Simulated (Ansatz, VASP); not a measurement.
# C in VASP and in Ansatz

```xyz
3
Lattice="5.8672 0.0000 0.0000 -2.9336 5.0812 0.0000 0.0000 0.0000 1.2590" Properties=species:S:1:pos:R:3 pbc="T T T"
C    -2.9336    5.0812    0.0000
C     0.0000    3.3874    0.6295
C     2.9336    1.6937    0.6295
```

Alike in both runs: task single point; functional r2SCAN; k mesh 7 × 7 × 27; occupations fermi-dirac, width 0.1 eV; no spin polarisation.

|  | VASP | Ansatz |
| --- | --- | --- |
| version | VASP 6.6.1 | Ansatz 0.2.0 |
| potentials or method | VASP PAW PBE potentials, release 64 (C), cutoff 520 eV | plane waves (500 eV) with PAW, scalar-relativistic |
| valence electrons in the cell | 12 | 12 |

```tsv
	VASP	Ansatz	Ansatz less VASP
pressure (GPa)	8.1	8.1	+0.07
traceless stress, the component that is largest in VASP (GPa)	12.73	12.71	-0.025
```

VASP's potentials were made for PBE, not for r2SCAN.
